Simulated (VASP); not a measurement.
# B5As2 (P-6m2) in VASP: relaxation of cell and atoms with PBE

Aim: the relaxation of cell and atoms of B5As2 with PBE.

All numbers are computed with VASP 6.6.1; they aren't measurements. Logs are shortened: lines on timing, memory, paths and dates and some standing lists are left out, and cuts for length are marked.

## (1) The cell of the first run

Symmetry: P-6m2, No. 187, hexagonal system. Conventional cell: a = 4.186 Å, b = 4.186 Å, c = 5.872 Å, α = 90.00°, β = 90.00°, γ = 120.00°. B (site symmetry mm2) has 6 B at 1.78 to 2.27 Å within 2.4 Å. B (site symmetry 3m) has 1 As at 1.73 Å and 3 B at 1.78 Å within 2.3 Å. As (site symmetry -6m2) has 2 B at 1.73 Å within 2.3 Å. As (site symmetry -6m2) has 3 As at 2.42 Å and 6 B at 2.97 Å within 3.2 Å.

The cell was built from a structure type or drawn by symmetry, and may not be a known phase.

## (2) Relaxation of cell and atoms, PBE

File INCAR:

```
PREC     = Accurate       # precision mode
ENCUT    = 500            # plane-wave cutoff, eV
EDIFF    = 1E-7           # SCF threshold, eV
ISMEAR   = 0              # smearing method
SIGMA    = 0.2            # smearing width, eV
LREAL    = False          # projectors in reciprocal space
LASPH    = True           # aspherical terms in the spheres
NELM     = 120            # most SCF steps
ALGO     = Normal         # electronic algorithm
ISIF     = 3              # what is computed and relaxed
LWAVE    = False          # write WAVECAR
LCHARG   = False          # write CHGCAR
GGA      = PE             # functional
IBRION   = 2              # ionic algorithm
NSW      = 36             # ionic steps
EDIFFG   = -0.08          # ionic threshold
GGA_COMPAT= False        
NELMIN   = 4
```

File KPOINTS:

```
Automatic mesh
0
Gamma
  5 5 3
```

File POSCAR:

```
B5As2
1.0
    4.1864603100      0.0000000000      0.0000000000
   -2.0932301600      3.6255809800      0.0000000000
    0.0000000000      0.0000000000      5.8719188900
B As
5 2
Direct
    0.5143316500      0.4856683500      0.0000000000
    0.5143316500      0.0286632900      0.0000000000
    0.9713367100      0.4856683500      0.0000000000
    0.3333333300      0.6666666700      0.2055715600
    0.3333333300      0.6666666700      0.7944284400
    0.3333333300      0.6666666700      0.5000000000
    0.0000000000      0.0000000000      0.5000000000
```

Potentials or basis: VASP PAW PBE potentials, release 64 (B, As).

Command:

```
> cat potpaw_PBE.64/B/POTCAR potpaw_PBE.64/As/POTCAR > POTCAR
> mpirun -np 1 vasp_std > vasp.out
```

OUTCAR:

```text
PREC = Accurate
   ENCUT = 500
   EDIFF = 1E-7
   ISMEAR = 0
   LREAL = False
   LASPH = True
   NELM = 120
   ISIF = 3
   GGA = PE
   IBRION = 2
   NSW = 36
   EDIFFG = -0.08
   NELMIN = 4

 ion  position               nearest neighbor table
   1  0.514  0.486  0.000-   4 1.78   5 1.78   3 1.91   2 1.91
   2  0.514  0.029  0.000-   4 1.78   5 1.78   3 1.91   1 1.91
   3  0.971  0.486  0.000-   4 1.78   5 1.78   2 1.91   1 1.91
   4  0.333  0.667  0.206-   6 1.73   3 1.78   2 1.78   1 1.78
   5  0.333  0.667  0.794-   6 1.73   3 1.78   2 1.78   1 1.78
   6  0.333  0.667  0.500-   4 1.73   5 1.73   7 2.42   7 2.42   7 2.42
   7  0.000  0.000  0.500-   6 2.42   6 2.42   6 2.42

  LATTYP: Found a hexagonal cell.
 ALAT       =     4.1864603100
 C/A-ratio  =     1.4025975299

  Lattice vectors:

 A1 = (   4.1864603100,   0.0000000000,   0.0000000000)
 A2 = (  -2.0932301600,   3.6255809800,   0.0000000000)
 A3 = (   0.0000000000,   0.0000000000,   5.8719188900)

Analysis of symmetry for initial positions (statically):
=====================================================================
 Subroutine PRICEL returns:
 Original cell was already a primitive cell.

 Routine SETGRP: Setting up the symmetry group for a
 hexagonal supercell.

 Subroutine GETGRP returns: Found 12 space group operations
 (whereof 12 operations were pure point group operations)
 out of a pool of 24 trial point group operations.

The static configuration has the point symmetry D_3h.

Analysis of symmetry for dynamics (positions and initial velocities):
=====================================================================
 Subroutine PRICEL returns:
 Original cell was already a primitive cell.

 Routine SETGRP: Setting up the symmetry group for a
 hexagonal supercell.

 Subroutine GETGRP returns: Found 12 space group operations
 (whereof 12 operations were pure point group operations)
 out of a pool of 24 trial point group operations.

The dynamic configuration has the point symmetry D_3h.

 Subroutine INISYM returns: Found 12 space group operations
 (whereof 12 operations are pure point group operations),
 and found     1 'primitive' translations

----------------------------------------------------------------------------------------

                                     Primitive cell

  volume of cell :      89.1260

  direct lattice vectors                    reciprocal lattice vectors
     4.186460310  0.000000000  0.000000000     0.238865277  0.137908932  0.000000000
    -2.093230160  3.625580980  0.000000000     0.000000000  0.275817864  0.000000000
     0.000000000  0.000000000  5.871918890     0.000000000  0.000000000  0.170302080

  length of vectors
     4.186460310  4.186460312  5.871918890     0.275817864  0.275817864  0.170302080

  position of ions in fractional coordinates (direct lattice)
     0.514331650  0.485668350  0.000000000
     0.514331650  0.028663290  0.000000000
     0.971336710  0.485668350  0.000000000
     0.333333330  0.666666670  0.205571560
     0.333333330  0.666666670  0.794428440
     0.333333330  0.666666670  0.500000000
     0.000000000  0.000000000  0.500000000

  ion indices of the primitive-cell ions
   primitive index   ion index
                 1           1
                 2           2
                 3           3
                 4           4
                 5           5
                 6           6
                 7           7

----------------------------------------------------------------------------------------

 KPOINTS: Automatic mesh

Automatic generation of k-mesh.
 Grid dimensions read from file:
 generate k-points for:    5    5    3

 Generating k-lattice:

  Cartesian coordinates                     Fractional coordinates (reciprocal lattice)
     0.047773055  0.027581786  0.000000000     0.200000000 -0.000000000  0.000000000
     0.000000000  0.055163573  0.000000000     0.000000000  0.200000000  0.000000000
     0.000000000  0.000000000  0.056767360     0.000000000  0.000000000  0.333333333

  Length of vectors
     0.055163573  0.055163573  0.056767360

  Shift w.r.t. Gamma in fractional coordinates (k-lattice)
     0.000000000  0.000000000  0.000000000

 Subroutine IBZKPT returns following result:
 ===========================================

 Found     10 irreducible k-points:

 Following reciprocal coordinates:
            Coordinates               Weight
  0.000000  0.000000  0.000000      1.000000
  0.200000 -0.000000  0.000000      6.000000
  0.400000  0.000000  0.000000      6.000000
  0.200000  0.200000  0.000000      6.000000
  0.400000  0.200000  0.000000      6.000000
  0.000000  0.000000  0.333333      2.000000
  0.200000 -0.000000  0.333333     12.000000
  0.400000  0.000000  0.333333     12.000000
  0.200000  0.200000  0.333333     12.000000
  0.400000  0.200000  0.333333     12.000000
   k-points           NKPTS =     10   k-points in BZ     NKDIM =     10   number of bands    NBANDS=     16
   number of dos      NEDOS =    301   number of ions     NIONS =      7
   total plane-waves  NPLWV =  49152
   dimension x,y,z NGX =    32 NGY =   32 NGZ =   48
   dimension x,y,z NGXF=    64 NGYF=   64 NGZF=   96
   ions per type =               5   2
   NGX,Y,Z   is equivalent  to a cutoff of  12.71, 12.71, 13.59 a.u.
   NGXF,Y,Z  is equivalent  to a cutoff of  25.41, 25.41, 27.18 a.u.
 SYSTEM =  unknown system
   PREC   = accura    normal or accurate (medium, high low for compatibility)
   ISTART =      0    job   : 0-new  1-cont  2-samecut
   ICHARG =      2    charge: 1-file 2-atom 10-const
   ISPIN  =      1    spin polarized calculation?
   LNONCOLLINEAR =      F non collinear calculations
   LSORBIT =      F    spin-orbit coupling
   LASPH  =      T    aspherical Exc in radial PAW
   ENCUT  =  500.0 eV  36.75 Ry    6.06 a.u.   7.63  7.63 10.71*2*pi/ulx,y,z
   NELM   =    120;   NELMIN=  4; NELMDL= -5     # of ELM steps
   EDIFF  = 0.1E-06   stopping-criterion for ELM
   LREAL  =      F    real-space projection
   EDIFFG = -.8E-01   stopping-criterion for IOM
   NSW    =     36    number of steps for IOM
   IBRION =      2    ionic relax: 0-MD 1-quasi-New 2-CG
   NFREE  =      1    steps in history (QN), initial steepest desc. (CG)
   ISIF   =      3    stress and relaxation
   ISYM   =      2    0-nonsym 1-usesym 2-fastsym
   POTIM  = 0.5000    time-step for ionic-motion
   TEBEG  =    0.0;   TEEND  =   0.0 temperature during run
   PSTRESS=    0.0 pullay stress
   NELECT =      25.0000    total number of electrons
   NUPDOWN=      -1.0000    fix difference up-down
   EMIN   =  10.00;   EMAX   =-10.00  energy-range for DOS
   EFERMI =   0.00;   METHOD = LEGACY
   ISMEAR =     0;   SIGMA  =   0.20  broadening in eV -4-tet -1-fermi 0-gaus
   EFERMI_NEDOS =   21; number of points for ismear=-14 and -15
   IALGO  =     38    algorithm
   IMIX   =      4    mixing-type and parameters
     AMIX     =   0.40;   BMIX     =  1.00
     AMIX_MAG =   1.60;   BMIX_MAG =  1.00
  volume/ion in A,a.u.               =      12.73        85.92
  Fermi-wavevector in a.u.,A,eV,Ry     =   1.071651  2.025126 15.625412  1.148435
  Thomas-Fermi vector in A             =   2.207397
   LORBIT       =      0    0 simple, 1 ext, 2 COOP (PROOUT), +10 PAW based schemes
   GGA     = PE    functional components
   LHFCALC =     F    Hartree Fock is set to
   AEXX    =    0.0000 exact exchange contribution
   IVDW    =     0    specifies the selected vdW correction
   LEPSILON=     F    determine dielectric tensor
   LRPA    =     F    only Hartree local field effects (RPA)
 conjugate gradient relaxation of ions
 non-spin polarized calculation
 Gauss-broadening in eV      SIGMA  =   0.20
  energy-cutoff  :      500.00
  volume of cell :       89.13
 maximum number of plane-waves:      2284
 NGX is ok and might be reduce to    32
   NGX = 15   NGY = 15   NGZ = 21

--------------------------------------- Ionic step        1  -------------------------------------------

 number of electron      25.0000000 magnetization

 Free energy of the ion-electron system (eV)
  ---------------------------------------------------
  ext. energy  EPLUGINS =         0.00000000
  ---------------------------------------------------
  free energy    TOTEN  =       -34.02334597 eV

  energy without entropy =      -33.94100307  energy(sigma->0) =      -33.98217452

 E-fermi :   4.3588     XC(G=0): -10.1467

 val. band max:        4.2542775628   @ k =   0.2000   0.2000   0.3333
 cond. band min:       4.3891090992   @ k =   0.4000   0.0000   0.3333
 fundamental gap:      0.1348315364
 Fermi energy:         4.3587527202

 k-point     1 :       0.0000    0.0000    0.0000
  band No.  band energies     occupation
      1     -11.3230      2.00000
      2      -7.4652      2.00000
      3      -4.9019      2.00000
      4      -3.1642      2.00000
      5      -2.2231      2.00000
      6      -0.8779      2.00000
[... 8 lines left out ...]
     15       4.6795      0.02335
     16       5.8351      0.00000
[... 207 lines left out ...]
  energy  without entropy=      -33.9410030678  energy(sigma->0) =      -33.98217452

--------------------------------------- Ionic step        2  -------------------------------------------

 number of electron      25.0000000 magnetization

 E-fermi :   2.9539     XC(G=0):  -9.4485

 val. band max:        2.9116826551   @ k =   0.0000   0.0000   0.3333
 cond. band min:       3.0762425792   @ k =   0.2000  -0.0000   0.0000
 fundamental gap:      0.1645599241
 Fermi energy:         2.9538913168

 k-point     1 :       0.0000    0.0000    0.0000
  band No.  band energies     occupation
      1     -11.3652      2.00000
      2      -9.9666      2.00000
      3      -4.1811      2.00000
      4      -3.9239      2.00000
      5      -2.8586      2.00000
      6      -1.3987      2.00000
[... 8 lines left out ...]
     15       3.3443      0.00577
     16       4.4961      0.00000
[... 244 lines left out ...]
  FREE ENERGIE OF THE ION-ELECTRON SYSTEM (eV)
  ---------------------------------------------------
  free  energy   TOTEN  =       -35.5782973667 eV

  energy  without entropy=      -35.4758845650  energy(sigma->0) =      -35.52709097

[... ionic steps 4 to 13 ...]

--------------------------------------- Ionic step       14  -------------------------------------------

 number of electron      25.0000001 magnetization

------------------------ aborting loop because EDIFF is reached ----------------------------------------

  FORCE on cell =-STRESS in cart. coord.  units (eV):
  Direction    XX          YY          ZZ          XY          YZ          ZX
  --------------------------------------------------------------------------------------
  -------------------------------------------------------------------------------------
  Total        1.1087349      1.1087349     -0.1543612     -0.0000000      0.0000000      0.0000000
  in kB       18.7209810     18.7209810     -2.6063877     -0.0000000      0.0000000      0.0000000
  external PRESSURE =      11.6118581 kB  Pullay stress =       0.0000000 kB
[... 67 lines left out ...]
  energy  without entropy=      -35.6207918065  energy(sigma->0) =      -35.65079820

--------------------------------------- Ionic step       16  -------------------------------------------

 number of electron      25.0000001 magnetization

 Free energy of the ion-electron system (eV)
  ---------------------------------------------------
  ext. energy  EPLUGINS =         0.00000000
  ---------------------------------------------------
  free energy    TOTEN  =       -35.68584757 eV

  energy without entropy =      -35.62598178  energy(sigma->0) =      -35.65591468

 E-fermi :   3.7269     XC(G=0):  -9.7779

 val. band max:        3.6797331415   @ k =   0.2000  -0.0000   0.3333
 cond. band min:       3.7950150141   @ k =   0.2000   0.2000   0.0000
 fundamental gap:      0.1152818726
 Fermi energy:         3.7269135520

 k-point     1 :       0.0000    0.0000    0.0000
  band No.  band energies     occupation
      1     -11.3346      2.00000
      2      -8.9714      2.00000
      3      -4.6961      2.00000
      4      -2.7368      2.00000
      5      -2.6063      2.00000
      6      -0.8455      2.00000
[... 8 lines left out ...]
     15       4.5161      0.00000
     16       4.8388      0.00000
[... 203 lines left out ...]
  FREE ENERGIE OF THE ION-ELECTRON SYSTEM (eV)
  ---------------------------------------------------
  free  energy   TOTEN  =       -35.6858475675 eV

  energy  without entropy=      -35.6259817850  energy(sigma->0) =      -35.65591468

 reached required accuracy - stopping structural energy minimisation
```

It took 5.2 min on 1 thread of Intel Xeon 8259CL, shared host; peak memory 0.22 GiB.

Results:

- Free energy: -35.6858 eV
- Relaxed volume: 13.77 Å³/atom
- Relaxed cell: a = 4.136 Å, b = 4.136 Å, c = 6.505 Å, α = 90.00°, β = 90.00°, γ = 120.00°
- Space group after relaxing (to 0.1 Å): P-6m2 (No. 187)
- Energy gained by relaxing: 237.5 meV/atom
- Ionic steps: 16
- Pressure after relaxing: -0.1 GPa
- Largest force after relaxing: 0.012 eV/Å
- Band gap on the k mesh: zero (an odd number of electrons rules out a gap without spin polarisation)

Forces in eV/Å, atoms in the order of the input:
```
B    0.010 -0.006  0.000
B    0.000  0.012  0.000
B   -0.010 -0.006  0.000
B    0.000  0.000  0.008
B    0.000  0.000 -0.008
As   0.000  0.000  0.000
As   0.000  0.000  0.000
```

The path:
```csv
step,energy change (eV),largest force (eV/Å),pressure (GPa),volume (Å³)
1,0.0000,6.5423,13.39,89.13
2,-0.8990,2.9193,1.81,102.76
3,-1.5550,1.0829,2.51,95.80
4,-1.5573,1.0041,2.61,95.63
5,-1.5588,0.8966,2.75,95.42
6,-1.5987,0.3213,-2.14,98.64
7,-1.6143,0.1156,-0.54,97.49
8,-1.6195,0.1708,-0.23,97.06
9,-1.6268,0.3107,0.64,95.84
10,-1.6295,0.3105,0.67,95.76
11,-1.6372,0.3009,0.76,95.53
12,-1.6481,0.2322,1.03,95.07
13,-1.6313,0.1833,1.93,94.14
14,-1.6495,0.1926,1.16,94.89
15,-1.6575,0.1170,0.70,95.40
16,-1.6625,0.0121,-0.06,96.36
```

Final structure:
```yaml
crystal:
  lattice:
    - [4.13575, 0.00000, 0.00000]
    - [-2.06788, 3.58167, 0.00000]
    - [0.00000, 0.00000, 6.50541]
  atoms:
    - { symbol: B, position: [0.50308, 0.49692, 0.00000] }
    - { symbol: B, position: [0.50308, 0.00616, 0.00000] }
    - { symbol: B, position: [0.99384, 0.49692, 0.00000] }
    - { symbol: B, position: [0.33333, 0.66667, 0.18717] }
    - { symbol: B, position: [0.33333, 0.66667, 0.81283] }
    - { symbol: As, position: [0.33333, 0.66667, 0.50000] }
    - { symbol: As, position: [0.00000, 0.00000, 0.50000] }
```
